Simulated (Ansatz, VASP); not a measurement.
**One calculation of CaB3, two programs**

```
CELL_PARAMETERS angstrom
5.01677 0.00000 0.00000
-2.50838 4.34465 0.00000
0.00000 0.00000 4.69463
ATOMIC_POSITIONS crystal
Ca 0.33333 0.66667 0.00000
Ca 0.66667 0.33333 0.00000
B 0.80335 0.19665 0.50000
B 0.80335 0.60671 0.50000
B 0.39329 0.19665 0.50000
B 0.19665 0.80335 0.50000
B 0.19665 0.39329 0.50000
B 0.60671 0.80335 0.50000
```

Alike in both runs: functional PBE; k mesh 3 × 3 × 6; occupations gaussian, width 0.1 eV; no spin polarisation.

Ansatz relaxed the structure, and its values are those at the end. VASP's run is a single point on that final structure, the one shown.

|  | VASP | Ansatz |
| --- | --- | --- |
| version | VASP 6.6.1 | Ansatz 0.2.0 |
| potentials or method | VASP PAW PBE potentials, release 64 (Ca_sv, B), cutoff 520 eV | scalar-relativistic, plane waves, PAW |
| valence electrons in the cell | 38 | 38 |

Ansatz gave:

| Item | Value |
| --- | --- |
| gap on the k mesh at the Fermi level (eV) | none |
| pressure (GPa) | 0.0 |

Q: Estimate VASP's values.

A: gap on the k mesh at the Fermi level (eV): none; pressure (GPa): 0.2.

A gap of «none» marks a metal or a gap that the smearing closes.

The k mesh is coarse, so the values compare programs but aren't converged.
